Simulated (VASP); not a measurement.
Set up this calculation in VASP 6.6.1, as the native input.

```yaml
Task: single point
Functional: PBE
Potentials_or_basis: VASP PAW PBE potentials, release 64 (Rb_sv, S)
Cutoff: 520 eV
k_mesh: 6 × 6 × 2
Occupations: gaussian, width 0.1 eV
Spin: no spin polarisation
Dipole_correction: no
Further_INCAR_settings: ALGO = Normal; EDIFF = 1e-07; NBANDS = 34
```

The structure of Rb3S4 lies in POSCAR:

```
Rb3S4
1.0
    3.6708741366     -0.0169878066     -0.0874765083
    0.1728583515      3.6719619704     -0.0204553907
    0.3474981012      0.0659725671     14.6512642304
Rb S
3 4
Direct
    0.8558876540      0.1417029478      0.2047242191
    0.8568852485      0.1430194606      0.4999943736
    0.8576290764      0.1448047186      0.7953332736
    0.3554046954      0.6418916003      0.3442324614
    0.3564226962      0.6447449336      0.6557233376
    0.8585369321      0.6423859457     -0.0000049930
    0.3592336973      0.1414503933     -0.0000026721
```

The input as run:

INCAR

```
SYSTEM = Rb3S4
ALGO     = Normal         ! electronic algorithm
EDIFF    = 1E-7           ! SCF threshold, eV
ENCUT    = 520            ! plane-wave cutoff, eV
GGA      = PE             ! functional
ISIF     = 2              ! what is computed and relaxed
ISMEAR   = 0              ! smearing method
LASPH    = .True.         ! aspherical terms in the spheres
LCHARG   = .False.        ! write CHGCAR
LREAL    = .False.        ! projectors in reciprocal space
LWAVE    = .False.        ! write WAVECAR
NBANDS   = 34             ! bands
NELM     = 60             ! most SCF steps
PREC     = Accurate       ! precision mode
SIGMA    = 0.1            ! smearing width, eV
```

KPOINTS

```
k-points
0
Gamma
  6 6 2
  0 0 0
```

Potentials or basis: VASP PAW PBE potentials, release 64 (Rb_sv, S).

Launch:

```sh
$ cat potpaw_PBE.64/Rb_sv/POTCAR potpaw_PBE.64/S/POTCAR > POTCAR
$ mpirun -np 1 vasp_std > vasp.out
```

Results of the run:

* Pressure: 0.0 GPa
* Largest force: 0.008 eV/Å
* Band gap on the k mesh: zero (an odd number of electrons rules out a gap without spin polarisation)

Run time: 8.6 min on 1 thread of Intel Xeon 8259CL, on a shared host, peak memory 0.39 GiB.
